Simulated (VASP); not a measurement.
# Pt (Pm-3m) in VASP: a series of runs

Runs on Pt. Level: BLYP. Tasks: single point.

Program: VASP 6.6.1. These are calculated values, not measurements. Logs are shortened: lines on timing, memory, paths and dates and some standing lists are left out, and cuts for length are marked.

## Step 1: The cell of the first run

Symmetry: Pm-3m, No. 221, cubic system. Conventional cell: a = 2.678 Å, b = 2.678 Å, c = 2.678 Å, α = 90.00°, β = 90.00°, γ = 90.00°. Within 3.5 Å of Pt (site symmetry m-3m) lie 6 Pt at 2.68 Å.

## Step 2: Single point, BLYP

Contents of INCAR:

```
SYSTEM = Pt
PREC     = Accurate       ! precision mode
ENCUT    = 520            ! plane-wave cutoff, eV
EDIFF    = 1E-6           ! SCF threshold, eV
ISMEAR   = -1             ! smearing method
SIGMA    = 0.1            ! smearing width, eV
LREAL    = .False.        ! projectors in reciprocal space
LASPH    = .True.         ! aspherical terms in the spheres
NELM     = 60             ! most SCF steps
ALGO     = Normal         ! electronic algorithm
ISIF     = 2              ! what is computed and relaxed
LWAVE    = .False.        ! write WAVECAR
LCHARG   = .False.        ! write CHGCAR
GGA      = B5             ! functional
ALDAX    = 1.0          
AGGAX    = 1.0          
AGGAC    = 1.0          
ALDAC    = 0.0          
NBANDS   = 11             ! bands
```

Contents of KPOINTS:

```
Automatic mesh
0
Gamma
  13 13 13
  0 0 0
```

Contents of POSCAR:

```
Pt
1.0
    2.6780480767      0.0000000000      0.0000000000
    0.0000000000      2.6780480767      0.0000000000
    0.0000000000      0.0000000000      2.6780480767
Pt
1
Direct
    0.0000000000      0.0000000000      0.0000000000
```

Potentials or basis: VASP PAW PBE potentials, release 64 (Pt).

Started as:

```console
$ cat potpaw_PBE.64/Pt/POTCAR > POTCAR
$ mpirun -np 1 vasp_std > vasp.out
```

OUTCAR:

```text
SYSTEM = Pt
   PREC = Accurate
   ENCUT = 520
   EDIFF = 1E-6
   ISMEAR = -1
   LREAL = .False.
   LASPH = .True.
   NELM = 60
   ISIF = 2
   GGA = B5

 ion  position               nearest neighbor table
   1  0.000  0.000  0.000-

  LATTYP: Found a simple cubic cell.
 ALAT       =     2.6780480767

  Lattice vectors:

 A1 = (   2.6780480767,   0.0000000000,   0.0000000000)
 A2 = (   0.0000000000,   2.6780480767,   0.0000000000)
 A3 = (   0.0000000000,   0.0000000000,   2.6780480767)

Analysis of symmetry for initial positions (statically):
=====================================================================
 Subroutine PRICEL returns:
 Original cell was already a primitive cell.

 Routine SETGRP: Setting up the symmetry group for a
 simple cubic supercell.

 Subroutine GETGRP returns: Found 48 space group operations
 (whereof 48 operations were pure point group operations)
 out of a pool of 48 trial point group operations.

The static configuration has the point symmetry O_h .

Analysis of symmetry for dynamics (positions and initial velocities):
=====================================================================
 Subroutine PRICEL returns:
 Original cell was already a primitive cell.

 Routine SETGRP: Setting up the symmetry group for a
 simple cubic supercell.

 Subroutine GETGRP returns: Found 48 space group operations
 (whereof 48 operations were pure point group operations)
 out of a pool of 48 trial point group operations.

The dynamic configuration has the point symmetry O_h .

 Subroutine INISYM returns: Found 48 space group operations
 (whereof 48 operations are pure point group operations),
 and found     1 'primitive' translations

----------------------------------------------------------------------------------------

                                     Primitive cell

  volume of cell :      19.2068

  direct lattice vectors                    reciprocal lattice vectors
     2.678048077  0.000000000  0.000000000     0.373406291  0.000000000  0.000000000
     0.000000000  2.678048077  0.000000000     0.000000000  0.373406291  0.000000000
     0.000000000  0.000000000  2.678048077     0.000000000  0.000000000  0.373406291

  length of vectors
     2.678048077  2.678048077  2.678048077     0.373406291  0.373406291  0.373406291

  position of ions in fractional coordinates (direct lattice)
     0.000000000  0.000000000  0.000000000

  ion indices of the primitive-cell ions
   primitive index   ion index
                 1           1

----------------------------------------------------------------------------------------

 KPOINTS: Automatic mesh

Automatic generation of k-mesh.
 Grid dimensions read from file:
 generate k-points for:   13   13   13

 Generating k-lattice:

  Cartesian coordinates                     Fractional coordinates (reciprocal lattice)
     0.028723561  0.000000000  0.000000000     0.076923077  0.000000000  0.000000000
     0.000000000  0.028723561  0.000000000     0.000000000  0.076923077  0.000000000
     0.000000000  0.000000000  0.028723561     0.000000000  0.000000000  0.076923077

  Length of vectors
     0.028723561  0.028723561  0.028723561

  Shift w.r.t. Gamma in fractional coordinates (k-lattice)
     0.000000000  0.000000000  0.000000000

 Subroutine IBZKPT returns following result:
 ===========================================

 Found     84 irreducible k-points:

 Following reciprocal coordinates:
            Coordinates               Weight
  0.000000  0.000000  0.000000      1.000000
  0.076923  0.000000  0.000000      6.000000
  0.153846  0.000000  0.000000      6.000000
  0.230769  0.000000  0.000000      6.000000
  0.307692  0.000000  0.000000      6.000000
  0.384615  0.000000  0.000000      6.000000
[... 16 lines left out ...]
  0.307692  0.307692  0.000000     12.000000
  0.384615  0.307692  0.000000     24.000000
 [... further k-points ...]
   k-points           NKPTS =     84   k-points in BZ     NKDIM =     84   number of bands    NBANDS=     11
   number of dos      NEDOS =    301   number of ions     NIONS =      1
   total plane-waves  NPLWV =   8000
   dimension x,y,z NGX =    20 NGY =   20 NGZ =   20
   dimension x,y,z NGXF=    40 NGYF=   40 NGZF=   40
   ions per type =               1
   NGX,Y,Z   is equivalent  to a cutoff of  12.42, 12.42, 12.42 a.u.
   NGXF,Y,Z  is equivalent  to a cutoff of  24.83, 24.83, 24.83 a.u.
 SYSTEM =  Pt
   PREC   = accura    normal or accurate (medium, high low for compatibility)
   ISTART =      0    job   : 0-new  1-cont  2-samecut
   ICHARG =      2    charge: 1-file 2-atom 10-const
   ISPIN  =      1    spin polarized calculation?
   LNONCOLLINEAR =      F non collinear calculations
   LSORBIT =      F    spin-orbit coupling
   LASPH  =      T    aspherical Exc in radial PAW
   ENCUT  =  520.0 eV  38.22 Ry    6.18 a.u.   4.98  4.98  4.98*2*pi/ulx,y,z
   NELM   =     60;   NELMIN=  2; NELMDL= -5     # of ELM steps
   EDIFF  = 0.1E-05   stopping-criterion for ELM
   LREAL  =      F    real-space projection
   EDIFFG = 0.1E-04   stopping-criterion for IOM
   NSW    =      0    number of steps for IOM
   IBRION =     -1    ionic relax: 0-MD 1-quasi-New 2-CG
   NFREE  =      0    steps in history (QN), initial steepest desc. (CG)
   ISIF   =      2    stress and relaxation
   ISYM   =      2    0-nonsym 1-usesym 2-fastsym
   POTIM  = 0.5000    time-step for ionic-motion
   TEBEG  =    0.0;   TEEND  =   0.0 temperature during run
   PSTRESS=    0.0 pullay stress
   NELECT =      10.0000    total number of electrons
   NUPDOWN=      -1.0000    fix difference up-down
   EMIN   =  10.00;   EMAX   =-10.00  energy-range for DOS
   EFERMI =   0.00;   METHOD = LEGACY
   ISMEAR =    -1;   SIGMA  =   0.10  broadening in eV -4-tet -1-fermi 0-gaus
   EFERMI_NEDOS =   21; number of points for ismear=-14 and -15
   IALGO  =     38    algorithm
   IMIX   =      4    mixing-type and parameters
     AMIX     =   0.40;   BMIX     =  1.00
     AMIX_MAG =   1.60;   BMIX_MAG =  1.00
  volume/ion in A,a.u.               =      19.21       129.61
  Fermi-wavevector in a.u.,A,eV,Ry     =   1.317012  2.488792 23.599592  1.734521
  Thomas-Fermi vector in A             =   2.447084
   LORBIT       =      0    0 simple, 1 ext, 2 COOP (PROOUT), +10 PAW based schemes
   GGA     = B5    functional components
   LHFCALC =     F    Hartree Fock is set to
   AEXX    =    0.0000 exact exchange contribution
   IVDW    =     0    specifies the selected vdW correction
   LEPSILON=     F    determine dielectric tensor
   LRPA    =     F    only Hartree local field effects (RPA)
 non-spin polarized calculation
  energy-cutoff  :      520.00
  volume of cell :       19.21
 maximum number of plane-waves:       526
 NGX is ok and might be reduce to    20
   NGX =  9   NGY =  9   NGZ =  9

 number of electron      10.0000001 magnetization

 Free energy of the ion-electron system (eV)
  ---------------------------------------------------
  ext. energy  EPLUGINS =         0.00000000
  ---------------------------------------------------
  free energy    TOTEN  =        -4.81460982 eV

  energy without entropy =       -4.76970736  energy(sigma->0) =       -4.79215859

 E-fermi :   7.8662     XC(G=0): -11.2552

 val. band max:        7.8609753640   @ k =   0.3846   0.3846   0.1538
 cond. band min:       7.8893605635   @ k =   0.2308   0.0769   0.0769
 fundamental gap:      0.0283851995
 Fermi energy:         7.8661672113

 k-point     1 :       0.0000    0.0000    0.0000
  band No.  band energies     occupation
      1       0.0959      2.00000
      2       2.6770      2.00000
      3       2.6770      2.00000
      4       8.0615      0.24836
      5       8.0615      0.24831
      6       8.0615      0.24831
      7      22.6976      0.00000
      8      22.6976      0.00000
      9      22.6976      0.00000
     10      28.5660      0.00000
     11      31.0015      0.00000

 k-point     2 :       0.0769    0.0000    0.0000
  band No.  band energies     occupation
      1       0.2530      2.00000
      2       2.7046      2.00000
      3       2.8139      2.00000
      4       7.9288      0.69656
      5       7.9289      0.69646
      6       8.0720      0.22638
      7      21.6360      0.00000
      8      22.9724      0.00000
      9      22.9724      0.00000
     10      29.1798      0.00000
     11      30.1353      0.00000

 k-point     3 :       0.1538    0.0000    0.0000
  band No.  band energies     occupation
      1       0.6781      2.00000
      2       2.7820      2.00000
      3       3.2450      2.00000
      4       7.5798      1.89203
      5       7.5798      1.89201
      6       8.1012      0.17405
      7      19.5644      0.00000
      8      23.7346      0.00000
      9      23.7346      0.00000
     10      28.5849      0.00000
     11      29.5968      0.00000

 k-point     4 :       0.2308    0.0000    0.0000
  band No.  band energies     occupation
      1       1.2423      2.00000
      2       2.8936      2.00000
      3       4.0191      2.00000
      4       7.1269      1.99877
      5       7.1269      1.99877
      6       8.1427      0.11844
      7      17.3735      0.00000
      8      24.8313      0.00000
      9      24.8313      0.00000
     10      27.0936      0.00000
     11      29.4859      0.00000
[... 239 lines left out ...]
 k-point    22 :       0.4615    0.2308    0.0000
  band No.  band energies     occupation
      1       3.1262      2.00000
      2       4.0169      2.00000
      3       4.9884      2.00000
      4       6.3133      2.00000
      5       7.4015      1.98100
      6       9.7889      0.00000
      7      12.5244      0.00000
      8      22.4747      0.00000
      9      24.2536      0.00000
     10      27.0564      0.00000
     11      31.0626      0.00000

 k-point    23 :       0.3077    0.3077    0.0000
  band No.  band energies     occupation
      1       2.9472      2.00000
      2       3.8783      2.00000
      3       5.9537      2.00000
      4       6.8325      1.99994
      5       6.9602      1.99977
      6       7.0023      1.99965
      7      16.6797      0.00000
      8      18.8850      0.00000
      9      25.5845      0.00000
     10      29.5073      0.00000
     11      29.7956      0.00000

 k-point    24 :       0.3846    0.3077    0.0000
  band No.  band energies     occupation
      1       3.1518      2.00000
      2       3.6020      2.00000
      3       6.3561      2.00000
      4       6.5668      2.00000
      5       6.9636      1.99976
      6       8.4873      0.00400
      7      14.9456      0.00000
      8      19.4286      0.00000
      9      24.3118      0.00000
     10      28.4826      0.00000
     11      30.9381      0.00000

 [... further k-points ...]
[... 5 lines left out ...]
  --------------------------------------------------------------------------------------
  -------------------------------------------------------------------------------------
  Total        0.0989369      0.0989369      0.0989369     -0.0000000      0.0000000     -0.0000000
  in kB        8.2530383      8.2530383      8.2530383     -0.0000000      0.0000000     -0.0000000
  external PRESSURE =       8.2530383 kB  Pullay stress =       0.0000000 kB

 VOLUME and BASIS-vectors are now :
 -----------------------------------------------------------------------------
  energy-cutoff  :      520.00
  volume of cell :       19.21
      direct lattice vectors                 reciprocal lattice vectors
     2.678048077  0.000000000  0.000000000     0.373406291  0.000000000  0.000000000
     0.000000000  2.678048077  0.000000000     0.000000000  0.373406291  0.000000000
     0.000000000  0.000000000  2.678048077     0.000000000  0.000000000  0.373406291

 POSITION                                       TOTAL-FORCE (eV/Angst)
 -----------------------------------------------------------------------------------
      0.00000      0.00000      0.00000         0.000000      0.000000      0.000000
 -----------------------------------------------------------------------------------
    total drift:                                0.000000      0.000000      0.000000

  FREE ENERGIE OF THE ION-ELECTRON SYSTEM (eV)
  ---------------------------------------------------
  free  energy   TOTEN  =        -4.8146098188 eV

  energy  without entropy=       -4.7697073566  energy(sigma->0) =       -4.79215859
```

Wall time 11 s (1 thread of Intel Xeon Platinum 8259CL at 2.50GHz (Skylake/Cascade Lake), shared host); peak memory 0.13 GiB.

Results:

```
Free energy            : -4.8146 eV
Pressure               : 0.8 GPa
Band gap on the k mesh : zero (band 5 reaches 9.44 eV, above the bottom of band 6 at 6.89 eV)
```

Caveat: the PAW data sets were made with another functional, which shifts forces and pressure a little; spin-orbit coupling is left out, which moves the levels of the heavy elements.

## Step 3: Single point, BLYP (volume scaled by 1.04)

Contents of INCAR:

```
SYSTEM = Pt
AGGAC = 1.0
AGGAX = 1.0
ALDAC = 0.0
ALDAX = 1.0
ALGO = Normal
EDIFF = 1E-6
ENCUT = 520
GGA = B5
ISIF = 2
ISMEAR = -1
LASPH = .TRUE.
LCHARG = .TRUE.
LELF = .TRUE.
LREAL = .FALSE.
LVHAR = .TRUE.
LWAVE = .FALSE.
NBANDS = 11
NELM = 60
PREC = Accurate
SIGMA = 0.1
```

Contents of KPOINTS:

```
k-points
0
G
  13 13 13
  0 0 0
```

Contents of POSCAR:

```
Pt
1.0
    2.7132895927      0.0000000000      0.0000000000
    0.0000000000      2.7132895927      0.0000000000
    0.0000000000      0.0000000000      2.7132895927
Pt
1
Direct
    0.0000000000      0.0000000000      0.0000000000
```

Potentials or basis: VASP PAW PBE potentials, release 64 (Pt).

Started as:

```console
$ cat potpaw_PBE.64/Pt/POTCAR > POTCAR
$ mpirun -np 1 vasp_std > vasp.out
```

It took 11 s on 1 thread of Intel Xeon Platinum 8259CL at 2.50GHz (Skylake/Cascade Lake), shared host; peak memory 0.14 GiB.

Results (log left out):

```
Free energy            : -4.8053 eV
Pressure               : -4.6 GPa
Band gap on the k mesh : zero (band 5 reaches 8.75 eV, above the bottom of band 6 at 6.37 eV)
```

Levels at points of the mesh, in eV from the Fermi level:
```
           k point  band 3  band 4  band 5  band 6  band 7  band 8
(0.00, 0.00, 0.00)   -4.89    0.17    0.17    0.17   14.61   14.61
```

Caveat: the PAW data sets were made with another functional, which shifts forces and pressure a little; spin-orbit coupling is left out, which moves the levels of the heavy elements.
